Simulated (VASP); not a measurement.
The system is SnBiO2.

```xyz
4
Lattice="3.9958 0.0000 0.0000 0.0000 3.9958 0.0000 0.0000 0.0000 5.7265" Properties=species:S:1:pos:R:3 pbc="T T T"
Sn    1.9979    1.9979    2.8632
Bi    0.0000    0.0000    0.0000
O     0.0000    1.9979    1.3932
O     1.9979    0.0000    4.3333
```

The cell was generated, and may not be a known phase.

| Item | Value |
| --- | --- |
| Program | VASP 6.6.1 |
| Task | relaxation of cell and atoms |
| Functional | PBE |
| Potentials or basis | VASP PAW PBE potentials, release 64 (Sn_d, Bi_d, O) |
| Cutoff | 600 eV |
| k mesh | 4 × 4 × 4 |
| Occupations | gaussian, width 0.1 eV |
| Spin | no spin polarisation |

At the start: pressure -4.7 GPa; volume 22.86 Å³/atom.

Task: Where does the relaxation end?

Result: Over 3 steps the energy falls by 26.0 meV/atom and the volume is 21.21 Å³/atom (-7.2 %); space group P-4m2 (No. 115, to 0.1 Å) before and after.

The path:
| step | energy change (eV) | largest force (eV/Å) | pressure (GPa) | volume (Å³) |
| --- | --- | --- | --- | --- |
| 1 | 0.0000 | 0.1883 | -4.67 | 91.43 |
| 2 | -0.0930 | 0.0347 | 1.85 | 82.89 |
| 3 | -0.1041 | 0.0273 | 0.02 | 84.85 |

Final structure:
```
Sn Bi O
1.0
     3.89924    0.00000    0.00000
     0.00000    3.89924    0.00000
     0.00000    0.00000    5.58066
Sn Bi O
1 1 2
Direct
  0.50000 0.50000 0.50000
  0.00000 0.00000 0.00000
  0.00000 0.50000 0.24209
  0.50000 0.00000 0.75791
```

Caveat: the k points lie up to 0.40 Å⁻¹ apart in the final cell, too coarse for converged energies and pressures of a metal; an odd number of electrons without spin polarisation forces a metal; a magnetic or distorted state may lie lower.
